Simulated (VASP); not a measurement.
A run of VASP 6.6.1 is set up as follows.

INCAR

```
PREC = Accurate ; ENCUT = 600
EDIFF = 1E-6 ; ISMEAR = 0
SIGMA = 0.1 ; LREAL = F
LASPH = T ; NELM = 60
ALGO = Normal ; ISIF = 3
LWAVE = F ; LCHARG = F
GGA = PE ; IBRION = 2
NSW = 100 ; EDIFFG = -0.01
```

File KPOINTS:

```
regular mesh
0
Gamma
  12 12 16
```

File POSCAR:

```
PtC3
1.0
    3.6631251791      0.0000000000      0.0000000000
    0.0000000000      3.6631251791      0.0000000000
    0.0000000000      0.0000000000      2.8612906055
Pt C
1 3
Direct
    0.0000000000      0.0000000000      0.0000000000
    0.0000000000      0.5000000000      0.5000000000
    0.5000000000      0.0000000000      0.5000000000
    0.5000000000      0.5000000000      0.0000000000
```

Potentials or basis: VASP PAW PBE potentials, release 64 (Pt, C).

Run with:

```console
$ cat potpaw_PBE.64/Pt/POTCAR potpaw_PBE.64/C/POTCAR > POTCAR
$ mpirun -np 1 vasp_std > vasp.out
```

Task: What does it give for the relaxed cell?

Result: a = 3.615 Å, b = 3.615 Å, c = 2.937 Å, α = 90.00°, β = 90.00°, γ = 90.00°.

Task: What does it give for the band gap on the k mesh?

Result: Zero (band 11 reaches 9.77 eV, above the bottom of band 12 at 8.01 eV).

Task: Predict the relaxed volume.

Result: 9.59 Å³/atom.

Task: What does it give for the space group after relaxing (to 0.05 Å)?

Result: P4/mmm (No. 123).

The path:
| step | energy change (eV) | largest force (eV/Å) | pressure (GPa) | volume (Å³) |
| --- | --- | --- | --- | --- |
| 1 | 0.0000 | 0.0000 | -0.30 | 38.39 |
| 2 | -0.0031 | 0.0000 | 0.24 | 38.29 |
| 3 | -0.0071 | 0.0000 | 1.99 | 37.99 |
| 4 | -0.0083 | 0.0000 | 1.64 | 38.06 |
| 5 | -0.0096 | 0.0000 | 0.68 | 38.25 |
| 6 | -0.0099 | 0.0000 | 0.44 | 38.29 |
| 7 | -0.0101 | 0.0000 | 0.15 | 38.35 |
| 8 | -0.0100 | 0.0000 | -0.45 | 38.45 |
| 9 | -0.0101 | 0.0000 | 0.03 | 38.38 |

Caveat: spin-orbit coupling is left out, which moves the levels of the heavy elements.
